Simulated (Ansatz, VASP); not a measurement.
# Ru: VASP beside Ansatz

INCAR

```
SYSTEM = Ru
PREC = Accurate
ENCUT = 520
EDIFF = 1E-6
ISMEAR = 0
SIGMA = 0.15
LREAL = .False.
LASPH = .True.
NELM = 80
ALGO = Fast
ISIF = 2
LWAVE = .False.
LCHARG = .True.
GGA = PE
LELF = .True.
LVHAR = .True.
NBANDS = 21
```

Contents of KPOINTS:

```
Automatic mesh
0
Gamma
  21 21 12
  0 0 0
```

Contents of POSCAR:

```
Ru
1.0
    2.6830237894      0.0000000000      0.0000000000
   -1.3415118947      2.3235667606      0.0000000000
    0.0000000000      0.0000000000      4.2385653370
Ru
2
Direct
    0.3333333333      0.6666666667      0.2500000000
    0.6666666667      0.3333333333      0.7500000000
```

Input for Ansatz:

```yaml
crystal:
  lattice:
    - [2.6830237894, 0.0, 0.0]
    - [-1.3415118947, 2.3235667606, 0.0]
    - [0.0, 0.0, 4.238565337]
  atoms:
    - { symbol: Ru, position: [0.3333333333, 0.6666666667, 0.25] }
    - { symbol: Ru, position: [0.6666666667, 0.3333333333, 0.75] }
basis:
  ecutwfc: 420
kpoints:
  mp_grid: { grid: [21, 21, 12] }
hamiltonian:
  xc: pbe
  pseudopotentials: { kind: paw, azcp: { folder: soft_1 } }
scf:
  occupations: { method: gaussian, width: 0.15 }
output:
  forces: true
  stress: true
  eigenvalues: true
```

Alike in both runs: task single point; functional PBE; k mesh 21 × 21 × 12; occupations gaussian, width 0.15 eV; no spin polarisation.

```csv
,VASP,Ansatz
version,VASP 6.6.1,Ansatz 0.2.0
potentials or method,"VASP PAW PBE potentials, release 64 (Ru_pv), cutoff 520 eV","scalar-relativistic, plane waves, PAW"
valence electrons in the cell,28,32
```

Ansatz gave:

```
gap on the k mesh at the Fermi level (eV)                     : none
pressure (GPa)                                                : 14.2
traceless stress, the component that is largest in VASP (GPa) : 0.13
```

**Question.** Estimate VASP's values.

**Answer.** gap on the k mesh at the Fermi level (eV): none; pressure (GPa): 14.1; traceless stress, the component that is largest in VASP (GPa): 0.14.

A gap of «none» marks a metal or a gap that the smearing closes. With one functional, cell and mesh, what is left measures potentials, basis and numerics. VASP's potentials hold 28 valence electrons a cell and Ansatz's 32, so a difference there can come from the potentials and not from the codes.
